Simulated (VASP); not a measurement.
Write the native input for VASP 6.6.1 that does the following.

```yaml
Task: single point
Functional: PBE
Dispersion: D3(BJ)
Potentials_or_basis: VASP PAW PBE potentials, release 64 (Te, Mo_sv)
Cutoff: 520 eV
k_mesh: 9 × 9 × 1
Occupations: gaussian, width 0.05 eV
Spin: no spin polarisation
Dipole_correction: yes
Further_INCAR_settings: ALGO = Normal; EDIFF = 1e-06; NBANDS = 35
```

The structure of Te2Mo lies in POSCAR:

```
Te2Mo
1.0
    3.5038816881      0.0000000000      0.0000000000
   -1.7519408440      3.0344505538      0.0000000000
    0.0000000000      0.0000000000     24.7677198395
Te Mo
4 2
Direct
    0.3333333333      0.6666666667      0.1816881017
    0.3333333333      0.6666666667      0.3284056818
    0.3333333333      0.8333333333      0.4830424438
    0.3333333333      0.8333333333      0.6297600240
    0.6666666667      0.3333333333      0.2550468917
    0.6666666667      0.5000000000      0.5564012339
```

The input as run:

INCAR

```
  PREC = Accurate
  ENCUT = 520
  EDIFF = 1E-6
  ISMEAR = 0
  SIGMA = 0.05
  LREAL = F
  LASPH = T
  NELM = 60
  ALGO = Normal
  ISIF = 2
  LWAVE = F
  LCHARG = T
  LDIPOL = T
  IDIPOL = 3
  DIPOL = 0.5 0.5 0.406
  GGA = PE
  IVDW = 12
  LELF = T
  LVHAR = T
  LVACPOTAV = T
  NBANDS = 35
```

KPOINTS

```
regular mesh
0
Gamma
  9 9 1
```

Potentials or basis: VASP PAW PBE potentials, release 64 (Te, Mo_sv).

Command:

```sh
$ cat potpaw_PBE.64/Te/POTCAR potpaw_PBE.64/Mo_sv/POTCAR > POTCAR
$ mpirun -np 1 vasp_std > vasp.out
```

Results of the run:

The largest force is 0.054 eV/Å, the band gap on the k mesh is 1.12 eV, indirect (least direct gap 1.15 eV) and the dispersion energy per atom is -0.453 eV.

Caveat: spin-orbit coupling is left out, which moves the levels of the heavy elements.

Wall time 3.3 min on 1 thread of Intel(R) Xeon(R) 6975P-C (Granite Rapids), with other jobs on the host, peak memory 0.47 GiB.
